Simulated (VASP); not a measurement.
# Si (Immm) in VASP: relaxation of cell and atoms with PBE

Aim: the relaxation of cell and atoms of Si with PBE.

Everything below comes from runs of VASP 6.6.1. Logs are shortened: lines on timing, memory, paths and dates and some standing lists are left out, and cuts for length are marked.

## Step 1: The cell of the first run

Symmetry: Immm, No. 71, orthorhombic system. Conventional cell: a = 3.238 Å, b = 3.509 Å, c = 6.182 Å, α = 90.00°, β = 90.00°, γ = 90.00°. Within 3.1 Å of Si (site symmetry mm2) lie 5 Si at 2.37 to 2.49 Å.

The cell was generated, and may not be a known phase.

## Step 2: Relaxation of cell and atoms, PBE

Input file INCAR:

```
PREC = Accurate ; ENCUT = 600
EDIFF = 1E-6 ; ISMEAR = 0
SIGMA = 0.1 ; LREAL = F
LASPH = T ; NELM = 60
ALGO = Fast ; ISIF = 3
LWAVE = F ; LCHARG = F
GGA = PE ; IBRION = 2
NSW = 100 ; EDIFFG = -0.01
```

Input file KPOINTS:

```
Automatic mesh
0
Gamma
  24 24 24
```

Input file POSCAR:

```
Si
1.0
   -1.6192437695      1.7544823499      3.0912011677
    1.6192437695     -1.7544823499      3.0912011677
    1.6192437695      1.7544823499     -3.0912011677
Si
2
Direct
    0.3084517017      0.8084517017      0.5000000000
    0.6915482983      0.1915482983      0.5000000000
```

Potentials or basis: VASP PAW PBE potentials, release 64 (Si).

Started as:

```console
$ cat potpaw_PBE.64/Si/POTCAR > POTCAR
$ mpirun -np 1 vasp_std > vasp.out
```

OUTCAR:

```text
PREC = Accurate
   ENCUT = 600
   EDIFF = 1E-6
   ISMEAR = 0
   LREAL = F
   LASPH = T
   NELM = 60
   ISIF = 3
   GGA = PE
   IBRION = 2
   NSW = 100
   EDIFFG = -0.01

 ion  position               nearest neighbor table
   1  0.308  0.808  0.500-   2 2.37   2 2.49   2 2.49   2 2.49   2 2.49
   2  0.692  0.192  0.500-   1 2.37   1 2.49   1 2.49   1 2.49   1 2.49

  LATTYP: Found a body centered orthorhombic cell.
 ALAT       =     3.2384875390
 B/A-ratio  =     1.0835195929
 C/A-ratio  =     1.9090400259

  Lattice vectors:

 A1 = (  -1.6192437695,   1.7544823499,   3.0912011677)
 A2 = (   1.6192437695,  -1.7544823499,   3.0912011677)
 A3 = (   1.6192437695,   1.7544823499,  -3.0912011677)

Analysis of symmetry for initial positions (statically):
=====================================================================
 Subroutine PRICEL returns:
 Original cell was already a primitive cell.

 Routine SETGRP: Setting up the symmetry group for a
 body centered orthorhombic supercell.

 Subroutine GETGRP returns: Found  8 space group operations
 (whereof  8 operations were pure point group operations)
 out of a pool of  8 trial point group operations.

The static configuration has the point symmetry D_2h.

Analysis of symmetry for dynamics (positions and initial velocities):
=====================================================================
 Subroutine PRICEL returns:
 Original cell was already a primitive cell.

 Routine SETGRP: Setting up the symmetry group for a
 body centered orthorhombic supercell.

 Subroutine GETGRP returns: Found  8 space group operations
 (whereof  8 operations were pure point group operations)
 out of a pool of  8 trial point group operations.

The dynamic configuration has the point symmetry D_2h.

 Subroutine INISYM returns: Found  8 space group operations
 (whereof  8 operations are pure point group operations),
 and found     1 'primitive' translations

----------------------------------------------------------------------------------------

                                     Primitive cell

  volume of cell :      35.1276

  direct lattice vectors                    reciprocal lattice vectors
    -1.619243769  1.754482350  3.091201168     0.000000000  0.284984343  0.161749421
     1.619243769 -1.754482350  3.091201168     0.308786119  0.000000000  0.161749421
     1.619243769  1.754482350 -3.091201168     0.308786119  0.284984343  0.000000000

  length of vectors
     3.905852450  3.905852450  3.905852450     0.327687276  0.348585345  0.420196315

  position of ions in fractional coordinates (direct lattice)
     0.308451702  0.808451702  0.500000000
     0.691548298  0.191548298  0.500000000

  ion indices of the primitive-cell ions
   primitive index   ion index
                 1           1
                 2           2

----------------------------------------------------------------------------------------

 KPOINTS: Automatic mesh

Automatic generation of k-mesh.
 Grid dimensions read from file:
 generate k-points for:   24   24   24

 Generating k-lattice:

  Cartesian coordinates                     Fractional coordinates (reciprocal lattice)
     0.000000000  0.011874348  0.006739559     0.041666667  0.000000000  0.000000000
     0.012866088  0.000000000  0.006739559     0.000000000  0.041666667  0.000000000
     0.012866088  0.011874348  0.000000000     0.000000000  0.000000000  0.041666667

  Length of vectors
     0.013653637  0.014524389  0.017508180

  Shift w.r.t. Gamma in fractional coordinates (k-lattice)
     0.000000000  0.000000000  0.000000000

 Subroutine IBZKPT returns following result:
 ===========================================

 Found   1963 irreducible k-points:

 Following reciprocal coordinates:
            Coordinates               Weight
  0.000000  0.000000  0.000000      1.000000
  0.041667  0.000000  0.000000      4.000000
  0.083333  0.000000 -0.000000      4.000000
  0.125000  0.000000  0.000000      4.000000
  0.166667  0.000000  0.000000      4.000000
  0.208333 -0.000000  0.000000      4.000000
[... 16 lines left out ...]
  0.375000  0.041667 -0.000000      8.000000
  0.416667  0.041667 -0.000000      8.000000
 [... further k-points ...]
   k-points           NKPTS =   1963   k-points in BZ     NKDIM =   1963   number of bands    NBANDS=      8
   number of dos      NEDOS =    301   number of ions     NIONS =      2
   total plane-waves  NPLWV =  32768
   dimension x,y,z NGX =    32 NGY =   32 NGZ =   32
   dimension x,y,z NGXF=    64 NGYF=   64 NGZF=   64
   ions per type =               2
   NGX,Y,Z   is equivalent  to a cutoff of  13.62, 13.62, 13.62 a.u.
   NGXF,Y,Z  is equivalent  to a cutoff of  27.24, 27.24, 27.24 a.u.
 SYSTEM =  unknown system
   PREC   = accura    normal or accurate (medium, high low for compatibility)
   ISTART =      0    job   : 0-new  1-cont  2-samecut
   ICHARG =      2    charge: 1-file 2-atom 10-const
   ISPIN  =      1    spin polarized calculation?
   LNONCOLLINEAR =      F non collinear calculations
   LSORBIT =      F    spin-orbit coupling
   LASPH  =      T    aspherical Exc in radial PAW
   ENCUT  =  600.0 eV  44.10 Ry    6.64 a.u.   7.80  7.80  7.80*2*pi/ulx,y,z
   NELM   =     60;   NELMIN=  2; NELMDL= -5     # of ELM steps
   EDIFF  = 0.1E-05   stopping-criterion for ELM
   LREAL  =      F    real-space projection
   EDIFFG = -.1E-01   stopping-criterion for IOM
   NSW    =    100    number of steps for IOM
   IBRION =      2    ionic relax: 0-MD 1-quasi-New 2-CG
   NFREE  =      1    steps in history (QN), initial steepest desc. (CG)
   ISIF   =      3    stress and relaxation
   ISYM   =      2    0-nonsym 1-usesym 2-fastsym
   POTIM  = 0.5000    time-step for ionic-motion
   TEBEG  =    0.0;   TEEND  =   0.0 temperature during run
   PSTRESS=    0.0 pullay stress
   NELECT =       8.0000    total number of electrons
   NUPDOWN=      -1.0000    fix difference up-down
   EMIN   =  10.00;   EMAX   =-10.00  energy-range for DOS
   EFERMI =   0.00;   METHOD = LEGACY
   ISMEAR =     0;   SIGMA  =   0.10  broadening in eV -4-tet -1-fermi 0-gaus
   EFERMI_NEDOS =   21; number of points for ismear=-14 and -15
   IALGO  =     68    algorithm
   IMIX   =      4    mixing-type and parameters
     AMIX     =   0.40;   BMIX     =  1.00
     AMIX_MAG =   1.60;   BMIX_MAG =  1.00
  volume/ion in A,a.u.               =      17.56       118.53
  Fermi-wavevector in a.u.,A,eV,Ry     =   0.999744  1.889242 13.598852  0.999487
  Thomas-Fermi vector in A             =   2.132054
   LORBIT       =      0    0 simple, 1 ext, 2 COOP (PROOUT), +10 PAW based schemes
   GGA     = PE    functional components
   LHFCALC =     F    Hartree Fock is set to
   AEXX    =    0.0000 exact exchange contribution
   IVDW    =     0    specifies the selected vdW correction
   LEPSILON=     F    determine dielectric tensor
   LRPA    =     F    only Hartree local field effects (RPA)
 conjugate gradient relaxation of ions
 non-spin polarized calculation
 RMM-DIIS sequential band-by-band and
 Gauss-broadening in eV      SIGMA  =   0.10
  energy-cutoff  :      600.00
  volume of cell :       35.13
 maximum number of plane-waves:      1191
   NGX = 15   NGY = 15   NGZ = 15

--------------------------------------- Ionic step        1  -------------------------------------------

 number of electron       8.0000000 magnetization

 Free energy of the ion-electron system (eV)
  ---------------------------------------------------
  ext. energy  EPLUGINS =         0.00000000
  ---------------------------------------------------
  free energy    TOTEN  =       -10.27670929 eV

  energy without entropy =      -10.27379182  energy(sigma->0) =      -10.27525056

------------------------ aborting loop because EDIFF is reached ----------------------------------------

  FORCE on cell =-STRESS in cart. coord.  units (eV):
  Direction    XX          YY          ZZ          XY          YZ          ZX
  --------------------------------------------------------------------------------------
  -------------------------------------------------------------------------------------
  Total        0.0897730     -0.0969458      0.0365992      0.0000000      0.0000000      0.0000000
  in kB        4.0945635     -4.4217176      1.6692956      0.0000000      0.0000000      0.0000000
  external PRESSURE =       0.4473805 kB  Pullay stress =       0.0000000 kB
[... 237 lines left out ...]
  energy  without entropy=      -10.2746601472  energy(sigma->0) =      -10.27616322

--------------------------------------- Ionic step        8  -------------------------------------------

 number of electron       8.0000000 magnetization

 Free energy of the ion-electron system (eV)
  ---------------------------------------------------
  ext. energy  EPLUGINS =         0.00000000
  ---------------------------------------------------
  free energy    TOTEN  =       -10.27769491 eV

  energy without entropy =      -10.27468485  energy(sigma->0) =      -10.27618988

 E-fermi :   7.2040     XC(G=0): -10.1636

 val. band max:        7.2035336045   @ k =   0.3750   0.0833   0.0833
 cond. band min:       7.2049404771   @ k =  -0.2917  -0.4583   0.0417
 fundamental gap:      0.0014068726
 Fermi energy:         7.2040157737

 k-point     1 :       0.0000    0.0000    0.0000
  band No.  band energies     occupation
      1      -5.4526      2.00000
      2       6.9736      1.99888
      3       6.9880      1.99775
      4       8.2558      0.00000
      5       9.6678      0.00000
      6      10.0760      0.00000
      7      11.6249      0.00000
      8      12.0058      0.00000
[... 243 lines left out ...]
 k-point    24 :       0.4167    0.0417   -0.0000
  band No.  band energies     occupation
      1      -2.8148      2.00000
      2      -0.3699      2.00000
      3       4.9527      2.00000
      4       8.1953      0.00000
      5       8.8133      0.00000
      6      10.5656      0.00000
      7      12.5740      0.00000
      8      14.1076      0.00000

 [... further k-points ...]

------------------------ aborting loop because EDIFF is reached ----------------------------------------

  FORCE on cell =-STRESS in cart. coord.  units (eV):
  Direction    XX          YY          ZZ          XY          YZ          ZX
  --------------------------------------------------------------------------------------
  -------------------------------------------------------------------------------------
  Total        0.0037288     -0.0086459      0.0121334      0.0000000      0.0000000      0.0000000
  in kB        0.1697960     -0.3937022      0.5525111      0.0000000      0.0000000      0.0000000
  external PRESSURE =       0.1095350 kB  Pullay stress =       0.0000000 kB
[... 17 lines left out ...]
  FREE ENERGIE OF THE ION-ELECTRON SYSTEM (eV)
  ---------------------------------------------------
  free  energy   TOTEN  =       -10.2776949077 eV

  energy  without entropy=      -10.2746848491  energy(sigma->0) =      -10.27618988

 reached required accuracy - stopping structural energy minimisation
```

It took 39 min on 1 thread of Oxide Virtual Turin-like, shared host; peak memory 0.65 GiB.

Results:

| Property | Result |
| --- | --- |
| Free energy | -10.2777 eV |
| Relaxed volume | 17.59 Å³/atom |
| Relaxed cell | a = 3.907 Å, b = 3.907 Å, c = 3.907 Å, α = 130.44°, β = 127.19°, γ = 75.34° |
| Space group after relaxing (to 0.1 Å) | Immm (No. 71) |
| Energy gained by relaxing | 0.5 meV/atom |
| Ionic steps | 8 |
| Pressure after relaxing | 0.0 GPa |
| Band gap on the k mesh | zero (bands 4 and 5 overlap by 4.96 eV) |

Step by step:
```tsv
step	energy change (eV)	largest force (eV/Å)	pressure (GPa)	volume (Å³)
1	0.0000	0.0257	0.04	35.13
2	-0.0004	0.0081	0.02	35.15
3	-0.0008	0.0228	-0.02	35.20
4	-0.0008	0.0256	-0.02	35.20
5	-0.0009	0.0057	-0.02	35.20
6	-0.0010	0.0151	-0.01	35.19
7	-0.0010	0.0175	0.04	35.17
8	-0.0010	0.0012	0.01	35.18
```

Final structure:
```xyz
2
Lattice="-1.6374 1.7372 3.0923 1.6374 -1.7372 3.0923 1.6374 1.7372 -3.0923" Properties=species:S:1:pos:R:3 pbc="T T T"
Si    1.6374    0.0000    1.9089
Si    0.0000    1.7372    1.1834
```
